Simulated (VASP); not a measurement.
A run of VASP 6.6.1:

INCAR

```
PREC = Accurate
ENCUT = 600
EDIFF = 1E-6
ISMEAR = 0
SIGMA = 0.1
LREAL = False
LASPH = True
NELM = 100
ALGO = Normal
ISIF = 3
LWAVE = False
LCHARG = False
GGA = PE
IBRION = 2
NSW = 90
EDIFFG = -0.04
```

KPOINTS

```
Automatic mesh
0
Gamma
  6 6 4
```

POSCAR

```
SbSe2
1.0
    3.3647960200      0.0000000000      0.0000000000
    0.0000000000      3.3647960200      0.0000000000
    0.0000000000      0.0000000000      6.9753548400
Sb Se
1 2
Direct
    0.0000000000      0.0000000000      0.0000000000
    0.5000000000      0.5000000000      0.2843227100
    0.5000000000      0.5000000000      0.7156772900
```

Potentials or basis: VASP PAW PBE potentials, release 64 (Sb, Se).

Command:

```console
$ cat potpaw_PBE.64/Sb/POTCAR potpaw_PBE.64/Se/POTCAR > POTCAR
$ mpirun -np 1 vasp_std > vasp.out
```

Hardware: 1 thread of Intel(R) Xeon(R) Platinum 8375C CPU @ 2.90GHz (Ice Lake), on a shared host.

**Question.** How long does it take, and how much memory?

**Answer.** It took 4.9 min on 1 thread of Intel(R) Xeon(R) Platinum 8375C CPU @ 2.90GHz (Ice Lake) (shared host), peak memory 0.23 GiB. Counts: scf iterations 158, k points 30, ion steps 19.
